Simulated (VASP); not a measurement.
Input of a VASP 6.6.1 run:

Contents of INCAR:

```
SYSTEM = KGeAu2S4
PREC     = Accurate       ! precision mode
ENCUT    = 520            ! plane-wave cutoff, eV
EDIFF    = 1E-6           ! SCF threshold, eV
ISMEAR   = 1              ! smearing method
SIGMA    = 0.15           ! smearing width, eV
LREAL    = .FALSE.        ! projectors in reciprocal space
LASPH    = .TRUE.         ! aspherical terms in the spheres
NELM     = 60             ! most SCF steps
ALGO     = Normal         ! electronic algorithm
ISIF     = 2              ! what is computed and relaxed
LWAVE    = .FALSE.        ! write WAVECAR
LCHARG   = .FALSE.        ! write CHGCAR
GGA      = PE             ! functional
NBANDS   = 44             ! bands
```

KPOINTS

```
regular mesh
0
G
  3 3 2
  0 0 0
```

The input POSCAR:

```
KGeAu2S4
1.0
    5.1824830000      0.5390340000     -0.8744760000
    0.9713960000      5.9006410000      0.6147600000
   -0.2157280000     -0.2702810000      6.7580640000
Ge Au S K
1 2 4 1
Direct
    0.9120258380      0.4084948239      0.2881528540
    0.3281344903      0.9628045329      0.3131020988
    0.3259677112      0.5428405910      0.5611941909
    0.8097432040      0.0017466341      0.1913060068
    0.8004574537      0.6964834201      0.5981715599
    0.9866799761      0.6748303748      0.9773266778
    0.7033809130      0.1604974462      0.5306552760
    0.3130125257      0.0236477770      0.8001207497
```

Potentials or basis: VASP PAW PBE potentials, release 64 (Ge_d, Au, S, K_sv).

Run with:

```bash
$ cat potpaw_PBE.64/Ge_d/POTCAR potpaw_PBE.64/Au/POTCAR potpaw_PBE.64/S/POTCAR potpaw_PBE.64/K_sv/POTCAR > POTCAR
$ mpirun -np 1 vasp_std > vasp.out
```

Task: What does it give for the largest force?

Result: 1.217 eV/Å.

Task: Predict the pressure.

Result: -3.3 GPa.

Forces on the atoms (eV/Å):
```
Ge   0.321  0.046  0.342
Au  -0.414  0.155  0.019
Au  -0.048 -0.335 -0.507
S    0.677 -0.569 -0.001
S    0.566 -0.865  0.107
S   -0.488  0.496 -0.047
S   -0.568  1.049 -0.241
K   -0.046  0.022  0.328
```

Caveat: the k points lie up to 0.48 Å⁻¹ apart.
